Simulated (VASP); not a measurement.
Here is a VASP 6.6.1 calculation.

INCAR

```
SYSTEM = BaTiO3
PREC     = Accurate       ! precision mode
ENCUT    = 520            ! plane-wave cutoff, eV
EDIFF    = 1E-8           ! SCF threshold, eV
ISMEAR   = -1             ! smearing method
SIGMA    = 0.03           ! smearing width, eV
LREAL    = .FALSE.        ! projectors in reciprocal space
LASPH    = .TRUE.         ! aspherical terms in the spheres
NELM     = 100            ! most SCF steps
ALGO     = Normal         ! electronic algorithm
ISIF     = 2              ! what is computed and relaxed
LWAVE    = .FALSE.        ! write WAVECAR
LCHARG   = .FALSE.        ! write CHGCAR
GGA      = PS             ! functional
LEFG     = .TRUE.       
NBANDS   = 28             ! bands
```

The input KPOINTS:

```
regular mesh
0
G
  7 7 7
  0 0 0
```

The input POSCAR:

```
BaTiO3
1.0
    4.0397980000      0.0000000000      0.0000000000
    0.0000000000      4.0397980000      0.0000000000
    0.0000000000      0.0000000000      4.0180000000
Ba Ti O
1 1 3
Direct
    0.0000000000      0.0000000000      0.0000000000
    0.5000000000      0.5000000000      0.5000000000
    0.5000000000      0.5000000000      0.0000000000
    0.5000000000      0.0000000000      0.5000000000
    0.0000000000      0.5000000000      0.5000000000
```

Potentials or basis: VASP PAW PBE potentials, release 64 (Ba_sv, Ti_sv, O).

Run with:

```sh
$ cat potpaw_PBE.64/Ba_sv/POTCAR potpaw_PBE.64/Ti_sv/POTCAR potpaw_PBE.64/O/POTCAR > POTCAR
$ mpirun -np 1 vasp_std > vasp.out
```

Problem. Predict the band gap on the k mesh.

Solution. 1.71 eV, indirect (least direct gap 1.81 eV).

Problem. Estimate the pressure.

Solution. -5.9 GPa.

Stress tensor (GPa, compression positive):
```
-6.25  0.00  0.00
 0.00 -6.25  0.00
 0.00  0.00 -5.32
```

Caveat: the cell differs from its parent crystal (equal xx and yy strain of +1 %); without QUAD_EFG the Cq values of the log hold for a quadrupole moment of 1 mb, not for the nuclei; the PAW data sets were made with another functional, which shifts forces and pressure a little; spin-orbit coupling is left out, which moves the levels of the heavy elements. A k mesh can miss the band edges.
